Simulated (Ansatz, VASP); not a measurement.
Two plane-wave programs on YbB2

File INCAR:

```
PREC     = Accurate       # precision mode
ENCUT    = 520            # plane-wave cutoff, eV
EDIFF    = 1E-7           # SCF threshold, eV
ISMEAR   = -1             # smearing method
SIGMA    = 0.05           # smearing width, eV
LREAL    = F              # projectors in reciprocal space
LASPH    = T              # aspherical terms in the spheres
NELM     = 150            # most SCF steps
ALGO     = Normal         # electronic algorithm
ISIF     = 2              # what is computed and relaxed
LWAVE    = F              # write WAVECAR
LCHARG   = T              # write CHGCAR
ISPIN    = 2              # spin polarisation
MAGMOM   = 1.5 0 0        # initial moments
LORBIT   = 11             # projections on sites
NUPDOWN  = 1.5            # fixed moment
LMAXMIX  = 6              # l up to which the mixer works
GGA      = PE             # functional
LELF     = T              # ELF
LVHAR    = T            
NBANDS   = 26             # bands
```

KPOINTS

```
Automatic mesh
0
Gamma
  8 8 6
```

The input POSCAR:

```
YbB2
1.0
    3.2503000000      0.0000000000      0.0000000000
   -1.6251500000      2.8148423699      0.0000000000
    0.0000000000      0.0000000000      3.7315000000
Yb B
1 2
Direct
    0.0000000000      0.0000000000      0.0000000000
    0.6666666667      0.3333333333      0.5000000000
    0.3333333333      0.6666666667      0.5000000000
```

Contents of input.yaml:

```yaml
crystal:
  lattice:
    - [3.2503, 0.0, 0.0]
    - [-1.62515, 2.8148423699, 0.0]
    - [0.0, 0.0, 3.7315]
  atoms:
    - { symbol: Yb, position: [0.0, 0.0, 0.0], spin: 1.5 }
    - { symbol: B, position: [0.6666666667, 0.3333333333, 0.5] }
    - { symbol: B, position: [0.3333333333, 0.6666666667, 0.5] }
hamiltonian:
  xc: pbe
  pseudopotentials: { kind: paw }
magnetization:
  spin_polarized: true
  initial_magnetization: 1.5
  spin_locking: { lock_magnetization: hard }
kpoints:
  mp_grid: { grid: [8, 8, 6] }
scf:
  occupations: { method: fermi_dirac, width: 0.05 }
  lower_state_search: "off"
output:
  forces: true
  stress: true
  eigenvalues: true
  write_density: true
  write_potential: true
  elf: true
  volumetric_format: npy
```

Alike in both runs: task single point; functional PBE; k mesh 8 × 8 × 6; occupations fermi-dirac, width 0.05 eV; collinear spin; fixed moment 1.5 μB.

```csv
,VASP,Ansatz
version,VASP 6.6.1,Ansatz 0.2.0
potentials or method,"VASP PAW PBE potentials, release 64 (Yb, B)",Ansatz PAW
plane-wave cutoff (eV),520,420
valence electrons in the cell,30,30
```

|  | VASP | Ansatz | Ansatz less VASP |
| --- | --- | --- | --- |
| pressure (GPa) | 1.6 | 0.7 | -0.88 |
| traceless stress, the component that is largest in VASP (GPa) | 5.97 | 5.82 | -0.151 |
| net moment per atom (μB) | 0.50 | 0.50 | 0.000 |
| size of the moment on the site where the two differ most (μB) | 0.87 | 0.79 | -0.086 |

Site moments also hang on the region over which each program counts them. The functional is the same, so the differences come from potentials, cutoffs and numerics.

Neither program's run includes spin-orbit coupling.
